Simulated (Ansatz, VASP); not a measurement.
**Ge in VASP and in Ansatz**

```
Ge
1.0
     0.00000    2.88425    2.88425
     2.88425    0.00000    2.88425
     2.88425    2.88425    0.00000
Ge
2
Cartesian
  2.8843 2.8843 2.8843
  4.3264 4.3264 4.3264
```

Change from the starting cell: volume scaled by 1.06.

Alike in both runs: task single point; functional LDA; k mesh 10 × 10 × 10; occupations fermi-dirac, width 0.05 eV; no spin polarisation.

|  | VASP | Ansatz |
| --- | --- | --- |
| version | VASP 6.6.1 | Ansatz 0.2.0 |
| potentials or method | VASP PAW LDA potentials, release 64 (Ge_d), cutoff 520 eV | all-electron LAPW, scalar-relativistic |

Ansatz gave:

| Quantity | Value |
| --- | --- |
| pressure (GPa) | -4.6 |

Estimate VASP's values.

pressure (GPa): -4.5.

LDA's correlation is that of Perdew and Zunger in VASP and of Perdew and Wang (1992) in Ansatz. Ansatz ran all-electron here, and VASP with PAW potentials.
